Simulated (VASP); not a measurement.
Write the native input for VASP 6.6.1 that does the following.

```
Task                   : single point
Functional             : r2SCAN
Potentials or basis    : VASP PAW PBE potentials, release 64 (Lu)
Cutoff                 : 520 eV
k mesh                 : 10 × 10 × 6
Occupations            : methfessel-paxton, width 0.6 eV
Spin                   : no spin polarisation
Dipole correction      : no
Further INCAR settings : ALGO = Normal; EDIFF = 1e-07; NBANDS = 32
```

Crystal: Lu.

```
CELL_PARAMETERS angstrom
3.50482 0.00000 0.00000
-1.75241 3.03526 0.00000
0.00000 0.00000 5.46968
ATOMIC_POSITIONS crystal
Lu 0.33333 0.66667 0.25000
Lu 0.66667 0.33333 0.75000
```

One way to write it, as run:

POSCAR

```
Lu
1.0
    3.5048186286      0.0000000000      0.0000000000
   -1.7524093143      3.0352619680      0.0000000000
    0.0000000000      0.0000000000      5.4696750779
Lu
2
Direct
    0.3333333333      0.6666666667      0.2500000000
    0.6666666667      0.3333333333      0.7500000000
```

INCAR.step1

```
SYSTEM = Lu
PREC = Accurate
ENCUT = 520
ISMEAR = 1
SIGMA = 0.6
LREAL = .FALSE.
LASPH = .TRUE.
NELM = 100
NBANDS = 32
GGA = PE
ALGO = Normal
EDIFF = 1E-4
LWAVE = .TRUE.
LCHARG = .FALSE.
```

INCAR.step2

```
SYSTEM = Lu
PREC = Accurate
ENCUT = 520
EDIFF = 1E-7
ISMEAR = 1
SIGMA = 0.6
LREAL = .FALSE.
LASPH = .TRUE.
NELM = 100
ALGO = Normal
ISIF = 2
LWAVE = .FALSE.
LCHARG = .FALSE.
METAGGA = R2SCAN
LMIXTAU = .TRUE.
NBANDS = 32
ISTART = 1
```

KPOINTS

```
Automatic mesh
0
G
  10 10 6
  0 0 0
```

Potentials or basis: VASP PAW PBE potentials, release 64 (Lu).

Launch:

```console
$ cat potpaw_PBE.64/Lu/POTCAR > POTCAR
$ cp INCAR.step1 INCAR
$ mpirun -np 1 vasp_std > vasp.out
$ cp INCAR.step2 INCAR
$ mpirun -np 1 vasp_std > vasp.out
```

Results of the run:

```
Pressure               : 0.4 GPa
Band gap on the k mesh : zero (bands 25 and 26 overlap by 2.00 eV)
```

Caveat: so wide a smearing shifts energies and pressures; the PAW data sets were made with another functional, which shifts forces and pressure a little; spin-orbit coupling is left out, which moves the levels of the heavy elements.

It took 14 min on 1 thread of Intel Xeon 8259CL, with other jobs on the host, peak memory 0.25 GiB.
